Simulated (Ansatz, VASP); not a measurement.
**CsOs in VASP and in Ansatz**

INCAR

```
ALGO = Fast ; EDIFF = 1E-6
ENCUT = 520 ; GGA = PE
ISIF = 2 ; ISMEAR = 0
LASPH = T ; LCHARG = F
LREAL = F ; LWAVE = F
NBANDS = 16 ; NELM = 60
PREC = Accurate ; SIGMA = 0.1
```

Contents of KPOINTS:

```
k-points
0
Gamma
  6 6 4
```

File POSCAR:

```
CsOs
1.0
    3.6070077986      0.0000000000      0.0000000000
    0.0000000000      3.6070077986      0.0000000000
    0.0000000000      0.0000000000      4.7277566503
Cs Os
1 1
Direct
    0.5000000000      0.5000000000      0.5000000000
    0.0000000000      0.0000000000      0.0000000000
```

Input for Ansatz:

```yaml
crystal:
  lattice:
    - [3.6070077986, 0.0, 0.0]
    - [0.0, 3.6070077986, 0.0]
    - [0.0, 0.0, 4.7277566503]
  atoms:
    - { symbol: Cs, position: [0.5, 0.5, 0.5] }
    - { symbol: Os, position: [0.0, 0.0, 0.0] }
basis:
  ecutwfc: 420
kpoints:
  mp_grid: { grid: [6, 6, 4] }
hamiltonian:
  xc: pbe
scf:
  occupations: { method: gaussian, width: 0.1 }
  lower_state_search: "off"
output:
  forces: true
  stress: true
  eigenvalues: true
```

Alike in both runs: task single point; functional PBE; k mesh 6 × 6 × 4; occupations gaussian, width 0.1 eV; no spin polarisation.

|  | VASP | Ansatz |
| --- | --- | --- |
| version | VASP 6.6.1 | Ansatz 0.2.0 |
| potentials or method | VASP PAW PBE potentials, release 64 (Cs_sv, Os), cutoff 520 eV | scalar-relativistic, plane waves, PAW |
| valence electrons in the cell | 17 | 25 |

VASP gave:

```
gap on the k mesh at the Fermi level (eV)                     : none
pressure (GPa)                                                : -2.2
traceless stress, the component that is largest in VASP (GPa) : 6.58
```

Task: Estimate Ansatz's values.

Result: gap on the k mesh at the Fermi level (eV): none; pressure (GPa): -2.4; traceless stress, the component that is largest in VASP (GPa): 6.71.

A gap of «none» marks a metal or a gap that the smearing closes. VASP's potentials hold 17 valence electrons a cell and Ansatz's 25, so a difference there can come from the potentials and not from the codes.

Spin-orbit coupling is off throughout.
